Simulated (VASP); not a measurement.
# BaHf2Ag2: single point with r2SCAN

BaHf2Ag2:

```
CELL_PARAMETERS angstrom
-0.01475 4.72408 -0.03294
4.72679 -0.01475 -0.02899
2.39023 2.39352 -5.44939
ATOMIC_POSITIONS crystal
Ba 0.01031 0.02298 0.98998
Ag 0.72761 0.24973 0.51916
Ag 0.26870 0.75595 0.47529
Hf 0.33896 0.37820 0.25193
Hf 0.62769 0.62126 0.73975
```

* Program: VASP 6.6.1
* Task: single point
* Functional: r2SCAN
* Potentials or basis: VASP PAW PBE potentials, release 64 (Ba_sv, Ag, Hf_pv)
* Cutoff: 520 eV
* k mesh: 4 × 4 × 4, shifted
* Occupations: fermi-dirac, width 0.1 eV
* Spin: no spin polarisation

```
Pressure               : 10.7 GPa
Largest force          : 1.226 eV/Å
Band gap on the k mesh : zero (bands 26 and 27 overlap by 0.20 eV)
```

Forces in eV/Å, atoms in the order of the input:
```
Ba  -0.369 -0.472 -0.169
Ag  -0.624 -0.720  0.566
Ag   0.332  0.101 -0.353
Hf  -0.167  0.625 -0.820
Hf   0.828  0.465  0.776
```

Stress tensor (GPa, compression positive):
```
12.10  0.16 -1.30
 0.16  8.63  0.71
-1.30  0.71 11.28
```

Levels at points of the mesh, in eV from the Fermi level:
| k point | band 22 | band 23 | band 24 | band 25 | band 26 | band 27 | band 28 | band 29 | band 30 | band 31 |
| --- | --- | --- | --- | --- | --- | --- | --- | --- | --- | --- |
| (0.12, 0.12, 0.00) | -2.16 | -1.70 | -1.21 | -0.60 | -0.43 | 0.11 | 0.49 | 0.84 | 1.11 | 1.46 |

Wall time 4 min on 1 thread of Intel(R) Xeon(R) Platinum 8488C (Sapphire Rapids) (shared host), peak memory 0.34 GiB.

Caveat: the k points lie up to 0.36 Å⁻¹ apart; the PAW data sets were made with another functional, which shifts forces and pressure a little; spin-orbit coupling is left out, which moves the levels of the heavy elements.
